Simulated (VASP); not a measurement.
# Cu (Fm-3m) in VASP: a series of runs

Cu is run at these levels: LDA, PBE, PBEsol; tasks: single point.

All numbers are computed with VASP 6.6.1; they aren't measurements. Logs are shortened: lines on timing, memory, paths and dates and some standing lists are left out, and cuts for length are marked.

## 1. The cell of the first run

It takes space group Fm-3m (No. 225, cubic). The conventional cell has a = 3.651 Å, b = 3.651 Å, c = 3.651 Å, α = 90.00°, β = 90.00°, γ = 90.00°. Cu (site symmetry m-3m) has 12 Cu at 2.58 Å within 3.4 Å.

## 2. Single point, LDA

INCAR reads:

```
  PREC = Accurate
  ENCUT = 520
  EDIFF = 1E-6
  ISMEAR = -1
  SIGMA = 0.06
  LREAL = F
  LASPH = T
  NELM = 80
  ALGO = Normal
  ISIF = 2
  LWAVE = F
  LCHARG = T
  LELF = T
  LVHAR = T
  NBANDS = 12
```

KPOINTS reads:

```
Automatic mesh
0
Gamma
  12 12 12
```

POSCAR reads:

```
Cu
1.0
    0.0000000000      1.8257145000      1.8257145000
    1.8257145000      0.0000000000      1.8257145000
    1.8257145000      1.8257145000      0.0000000000
Cu
1
Direct
    0.0000000000      0.0000000000      0.0000000000
```

Potentials or basis: VASP PAW LDA potentials, release 64 (Cu).

The run is started by

```bash
$ cat potpaw_LDA.64/Cu/POTCAR > POTCAR
$ mpirun -np 1 vasp_std > vasp.out
```

OUTCAR:

```text
PREC = Accurate
   ENCUT = 520
   EDIFF = 1E-6
   ISMEAR = -1
   LREAL = F
   LASPH = T
   NELM = 80
   ISIF = 2

 ion  position               nearest neighbor table
   1  0.000  0.000  0.000-

  LATTYP: Found a face centered cubic cell.
 ALAT       =     3.6514290000

  Lattice vectors:

 A1 = (   0.0000000000,   1.8257145000,   1.8257145000)
 A2 = (   1.8257145000,   0.0000000000,   1.8257145000)
 A3 = (   1.8257145000,   1.8257145000,   0.0000000000)

Analysis of symmetry for initial positions (statically):
=====================================================================
 Subroutine PRICEL returns:
 Original cell was already a primitive cell.

 Routine SETGRP: Setting up the symmetry group for a
 face centered cubic supercell.

 Subroutine GETGRP returns: Found 48 space group operations
 (whereof 48 operations were pure point group operations)
 out of a pool of 48 trial point group operations.

The static configuration has the point symmetry O_h .

Analysis of symmetry for dynamics (positions and initial velocities):
=====================================================================
 Subroutine PRICEL returns:
 Original cell was already a primitive cell.

 Routine SETGRP: Setting up the symmetry group for a
 face centered cubic supercell.

 Subroutine GETGRP returns: Found 48 space group operations
 (whereof 48 operations were pure point group operations)
 out of a pool of 48 trial point group operations.

The dynamic configuration has the point symmetry O_h .

 Subroutine INISYM returns: Found 48 space group operations
 (whereof 48 operations are pure point group operations),
 and found     1 'primitive' translations

----------------------------------------------------------------------------------------

                                     Primitive cell

  volume of cell :      12.1711

  direct lattice vectors                    reciprocal lattice vectors
     0.000000000  1.825714500  1.825714500    -0.273865383  0.273865383  0.273865383
     1.825714500  0.000000000  1.825714500     0.273865383 -0.273865383  0.273865383
     1.825714500  1.825714500  0.000000000     0.273865383  0.273865383 -0.273865383

  length of vectors
     2.581950207  2.581950207  2.581950207     0.474348757  0.474348757  0.474348757

  position of ions in fractional coordinates (direct lattice)
     0.000000000  0.000000000  0.000000000

  ion indices of the primitive-cell ions
   primitive index   ion index
                 1           1

----------------------------------------------------------------------------------------

 KPOINTS: Automatic mesh

Automatic generation of k-mesh.
 Grid dimensions read from file:
 generate k-points for:   12   12   12

 Generating k-lattice:

  Cartesian coordinates                     Fractional coordinates (reciprocal lattice)
    -0.022822115  0.022822115  0.022822115     0.083333333  0.000000000  0.000000000
     0.022822115 -0.022822115  0.022822115     0.000000000  0.083333333  0.000000000
     0.022822115  0.022822115 -0.022822115     0.000000000  0.000000000  0.083333333

  Length of vectors
     0.039529063  0.039529063  0.039529063

  Shift w.r.t. Gamma in fractional coordinates (k-lattice)
     0.000000000  0.000000000  0.000000000

 Subroutine IBZKPT returns following result:
 ===========================================

 Found     72 irreducible k-points:

 Following reciprocal coordinates:
            Coordinates               Weight
  0.000000  0.000000  0.000000      1.000000
  0.083333  0.000000  0.000000      8.000000
  0.166667  0.000000  0.000000      8.000000
  0.250000  0.000000  0.000000      8.000000
  0.333333  0.000000  0.000000      8.000000
  0.416667  0.000000  0.000000      8.000000
[... 16 lines left out ...]
  0.500000  0.166667  0.000000     24.000000
 -0.416667  0.166667  0.000000     24.000000
 [... further k-points ...]
   k-points           NKPTS =     72   k-points in BZ     NKDIM =     72   number of bands    NBANDS=     12
   number of dos      NEDOS =    301   number of ions     NIONS =      1
   total plane-waves  NPLWV =   8000
   dimension x,y,z NGX =    20 NGY =   20 NGZ =   20
   dimension x,y,z NGXF=    40 NGYF=   40 NGZF=   40
   ions per type =               1
   NGX,Y,Z   is equivalent  to a cutoff of  12.88, 12.88, 12.88 a.u.
   NGXF,Y,Z  is equivalent  to a cutoff of  25.76, 25.76, 25.76 a.u.
 SYSTEM =  unknown system
   PREC   = accura    normal or accurate (medium, high low for compatibility)
   ISTART =      0    job   : 0-new  1-cont  2-samecut
   ICHARG =      2    charge: 1-file 2-atom 10-const
   ISPIN  =      1    spin polarized calculation?
   LNONCOLLINEAR =      F non collinear calculations
   LSORBIT =      F    spin-orbit coupling
   LASPH  =      T    aspherical Exc in radial PAW
   ENCUT  =  520.0 eV  38.22 Ry    6.18 a.u.   4.80  4.80  4.80*2*pi/ulx,y,z
   NELM   =     80;   NELMIN=  2; NELMDL= -5     # of ELM steps
   EDIFF  = 0.1E-05   stopping-criterion for ELM
   LREAL  =      F    real-space projection
   EDIFFG = 0.1E-04   stopping-criterion for IOM
   NSW    =      0    number of steps for IOM
   IBRION =     -1    ionic relax: 0-MD 1-quasi-New 2-CG
   NFREE  =      0    steps in history (QN), initial steepest desc. (CG)
   ISIF   =      2    stress and relaxation
   ISYM   =      2    0-nonsym 1-usesym 2-fastsym
   POTIM  = 0.5000    time-step for ionic-motion
   TEBEG  =    0.0;   TEEND  =   0.0 temperature during run
   PSTRESS=    0.0 pullay stress
   NELECT =      11.0000    total number of electrons
   NUPDOWN=      -1.0000    fix difference up-down
   EMIN   =  10.00;   EMAX   =-10.00  energy-range for DOS
   EFERMI =   0.00;   METHOD = LEGACY
   ISMEAR =    -1;   SIGMA  =   0.06  broadening in eV -4-tet -1-fermi 0-gaus
   EFERMI_NEDOS =   21; number of points for ismear=-14 and -15
   IALGO  =     38    algorithm
   IMIX   =      4    mixing-type and parameters
     AMIX     =   0.40;   BMIX     =  1.00
     AMIX_MAG =   1.60;   BMIX_MAG =  1.00
  volume/ion in A,a.u.               =      12.17        82.13
  Fermi-wavevector in a.u.,A,eV,Ry     =   1.582813  2.991082 34.086623  2.505296
  Thomas-Fermi vector in A             =   2.682679
   LORBIT       =      0    0 simple, 1 ext, 2 COOP (PROOUT), +10 PAW based schemes
   GGA     = CA    functional components
   LHFCALC =     F    Hartree Fock is set to
   AEXX    =    0.0000 exact exchange contribution
   IVDW    =     0    specifies the selected vdW correction
   LEPSILON=     F    determine dielectric tensor
   LRPA    =     F    only Hartree local field effects (RPA)
 non-spin polarized calculation
  energy-cutoff  :      520.00
  volume of cell :       12.17
 maximum number of plane-waves:       342
   NGX =  9   NGY =  9   NGZ =  9

 number of electron      10.9999992 magnetization

 Free energy of the ion-electron system (eV)
  ---------------------------------------------------
  ext. energy  EPLUGINS =         0.00000000
  ---------------------------------------------------
  free energy    TOTEN  =        -4.64135648 eV

  energy without entropy =       -4.63688619  energy(sigma->0) =       -4.63912133

 E-fermi :   6.8680     XC(G=0): -12.9283

 val. band max:        6.8513013002   @ k =   0.5000   0.3333   0.1667
 cond. band min:       6.8742949674   @ k =   0.4167   0.4167   0.0000
 fundamental gap:      0.0229936671
 Fermi energy:         6.8680283130

 k-point     1 :       0.0000    0.0000    0.0000
  band No.  band energies     occupation
      1      -2.1559      2.00000
      2       3.9795      2.00000
      3       3.9795      2.00000
      4       3.9795      2.00000
      5       4.7791      2.00000
      6       4.7791      2.00000
      7      29.4142      0.00000
      8      31.6353      0.00000
      9      31.6353      0.00000
     10      31.6353      0.00000
     11      34.1600      0.00000
     12      34.1600      0.00000

 k-point     2 :       0.0833    0.0000    0.0000
  band No.  band energies     occupation
      1      -1.9090      2.00000
      2       3.9302      2.00000
      3       4.0240      2.00000
      4       4.0240      2.00000
      5       4.7627      2.00000
      6       4.7627      2.00000
      7      27.5201      0.00000
      8      30.1107      0.00000
      9      30.9555      0.00000
     10      30.9555      0.00000
     11      35.1946      0.00000
     12      35.1946      0.00000

 k-point     3 :       0.1667    0.0000    0.0000
  band No.  band energies     occupation
      1      -1.1884      2.00000
      2       3.8159      2.00000
      3       4.1136      2.00000
      4       4.1136      2.00000
      5       4.7546      2.00000
      6       4.7546      2.00000
      7      23.2870      0.00000
      8      29.7719      0.00000
      9      29.9826      0.00000
     10      29.9826      0.00000
     11      36.1158      0.00000
     12      36.5950      0.00000

 k-point     4 :       0.2500    0.0000    0.0000
  band No.  band energies     occupation
      1      -0.0790      2.00000
      2       3.7481      2.00000
      3       4.1330      2.00000
      4       4.1330      2.00000
      5       4.8574      2.00000
      6       4.8574      2.00000
      7      19.1439      0.00000
      8      29.2295      0.00000
      9      29.2295      0.00000
     10      29.2666      0.00000
     11      34.9153      0.00000
     12      34.9153      0.00000

 k-point     5 :       0.3333    0.0000    0.0000
  band No.  band energies     occupation
      1       1.1360      2.00000
      2       4.0119      2.00000
      3       4.0628      2.00000
      4       4.0628      2.00000
      5       5.0635      2.00000
      6       5.0635      2.00000
      7      15.3621      0.00000
      8      28.6295      0.00000
      9      28.7402      0.00000
     10      28.7402      0.00000
     11      33.1725      0.00000
     12      33.1725      0.00000
[... 228 lines left out ...]
      1       1.0472      2.00000
      2       3.3974      2.00000
      3       4.0386      2.00000
      4       4.4051      2.00000
      5       5.0985      2.00000
      6       5.1527      2.00000
      7      18.4992      0.00000
      8      24.3936      0.00000
      9      25.5654      0.00000
     10      27.1956      0.00000
     11      33.1860      0.00000
     12      38.5211      0.00000

 k-point    22 :       0.4167    0.1667    0.0000
  band No.  band energies     occupation
      1       2.0268      2.00000
      2       3.5053      2.00000
      3       3.9118      2.00000
      4       4.3384      2.00000
      5       5.3024      2.00000
      6       5.9633      2.00000
      7      14.8524      0.00000
      8      23.8426      0.00000
      9      24.2346      0.00000
     10      26.8917      0.00000
     11      36.3584      0.00000
     12      37.7696      0.00000

 k-point    23 :       0.5000    0.1667    0.0000
  band No.  band energies     occupation
      1       2.4260      2.00000
      2       3.6226      2.00000
      3       4.0791      2.00000
      4       4.2667      2.00000
      5       5.3402      2.00000
      6       7.4283      0.00018
      7      11.8105      0.00000
      8      22.4084      0.00000
      9      24.6525      0.00000
     10      26.9589      0.00000
     11      36.4828      0.00000
     12      36.9920      0.00000

 k-point    24 :      -0.4167    0.1667    0.0000
  band No.  band energies     occupation
      1       2.4798      2.00000
      2       3.6625      2.00000
      3       4.1699      2.00000
      4       4.2338      2.00000
      5       5.2274      2.00000
      6       7.9597      0.00000
      7      11.1105      0.00000
      8      21.4088      0.00000
      9      25.6549      0.00000
     10      27.3974      0.00000
     11      35.6038      0.00000
     12      36.4818      0.00000

 [... further k-points ...]

------------------------ aborting loop because EDIFF is reached ----------------------------------------

  FORCE on cell =-STRESS in cart. coord.  units (eV):
  Direction    XX          YY          ZZ          XY          YZ          ZX
  --------------------------------------------------------------------------------------
  -------------------------------------------------------------------------------------
  Total       -1.1530728     -1.1530728     -1.1530728      0.0000000     -0.0000000      0.0000000
  in kB     -151.7884450   -151.7884450   -151.7884450      0.0000000     -0.0000000      0.0000000
  external PRESSURE =    -151.7884450 kB  Pullay stress =       0.0000000 kB

 VOLUME and BASIS-vectors are now :
 -----------------------------------------------------------------------------
  energy-cutoff  :      520.00
  volume of cell :       12.17
      direct lattice vectors                 reciprocal lattice vectors
     0.000000000  1.825714500  1.825714500    -0.273865383  0.273865383  0.273865383
     1.825714500  0.000000000  1.825714500     0.273865383 -0.273865383  0.273865383
     1.825714500  1.825714500  0.000000000     0.273865383  0.273865383 -0.273865383

 POSITION                                       TOTAL-FORCE (eV/Angst)
 -----------------------------------------------------------------------------------
      0.00000      0.00000      0.00000        -0.000000      0.000000     -0.000000
 -----------------------------------------------------------------------------------
    total drift:                                0.000000      0.000000      0.000000

  FREE ENERGIE OF THE ION-ELECTRON SYSTEM (eV)
  ---------------------------------------------------
  free  energy   TOTEN  =        -4.6413564776 eV

  energy  without entropy=       -4.6368861891  energy(sigma->0) =       -4.63912133
```

Run time: 7.5 s. Hardware: 1 thread of Intel Xeon Platinum 8259CL at 2.50GHz (Skylake/Cascade Lake), shared host; peak memory 0.12 GiB.

Results:

* Free energy: -4.6414 eV
* Pressure: -15.2 GPa

## 3. Single point, PBE

INCAR, as its differences from that of step 2:

```diff
@@ -11,5 +11,4 @@
   LWAVE = F
-  LCHARG = T
-  LELF = T
-  LVHAR = T
+  LCHARG = F
+  GGA = PE
   NBANDS = 12
```

KPOINTS reads:

```
regular mesh
0
Gamma
  12 12 12
```

POSCAR is that of step 2.

Potentials or basis: VASP PAW PBE potentials, release 64 (Cu).

The run is started by

```bash
$ cat potpaw_PBE.64/Cu/POTCAR > POTCAR
$ mpirun -np 1 vasp_std > vasp.out
```

It took 9.8 s on 1 thread of Intel Xeon Platinum 8259CL at 2.50GHz (Skylake/Cascade Lake), shared host; peak memory 0.13 GiB.

It converged, with:

* Free energy: -3.7251 eV
* Pressure: -1.9 GPa

Levels at points of the mesh, in eV from the Fermi level:
| k point | band 3 | band 4 | band 5 | band 6 | band 7 | band 8 | band 9 | band 10 |
| --- | --- | --- | --- | --- | --- | --- | --- | --- |
| (0.00, 0.00, 0.00) | -2.86 | -2.86 | -2.07 | -2.07 | 22.44 | 24.85 | 24.85 | 24.85 |
| (0.50, 0.00, 0.00) | -2.89 | -1.53 | -1.53 | -0.83 | 3.69 | 20.95 | 21.69 | 21.69 |
| (0.50, 0.50, 0.00) | -1.55 | -1.39 | -1.39 | 1.61 | 6.99 | 12.94 | 12.94 | 17.35 |

(Part 1 of 2 ends here.)
